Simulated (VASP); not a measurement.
A run of VASP 6.6.1 is set up as follows.

INCAR

```
SYSTEM = HfO2
PREC     = Accurate       ! precision mode
ENCUT    = 520            ! plane-wave cutoff, eV
EDIFF    = 1E-6           ! SCF threshold, eV
ISMEAR   = 0              ! smearing method
SIGMA    = 0.01           ! smearing width, eV
LREAL    = .FALSE.        ! projectors in reciprocal space
LASPH    = .TRUE.         ! aspherical terms in the spheres
NELM     = 100            ! most SCF steps
ALGO     = Normal         ! electronic algorithm
ISIF     = 2              ! what is computed and relaxed
LWAVE    = .FALSE.        ! write WAVECAR
LCHARG   = .FALSE.        ! write CHGCAR
GGA      = CA             ! functional
NBANDS   = 18             ! bands
```

Contents of KPOINTS:

```
regular mesh
0
G
  8 8 8
  0 0 0
```

The input POSCAR:

```
HfO2
1.0
    0.0000000000      2.5004398054      2.5004398054
    2.5004398054      0.0000000000      2.5004398054
    2.5004398054      2.5004398054      0.0000000000
Hf O
1 2
Direct
    0.0000000000      0.0000000000      0.0000000000
    0.2500000000      0.2500000000      0.2500000000
    0.7500000000      0.7500000000      0.7500000000
```

Potentials or basis: VASP PAW LDA potentials, release 64 (Hf_pv, O).

Launch:

```console
$ cat potpaw_LDA.64/Hf_pv/POTCAR potpaw_LDA.64/O/POTCAR > POTCAR
$ mpirun -np 1 vasp_std > vasp.out
```

(1) Predict the pressure.

(2) What does it give for the band gap on the k mesh?

## Answers

(1) -3.2 GPa.

(2) 3.70 eV.

Caveat: the cell stands under tension; spin-orbit coupling is left out, which moves the levels of the heavy elements.
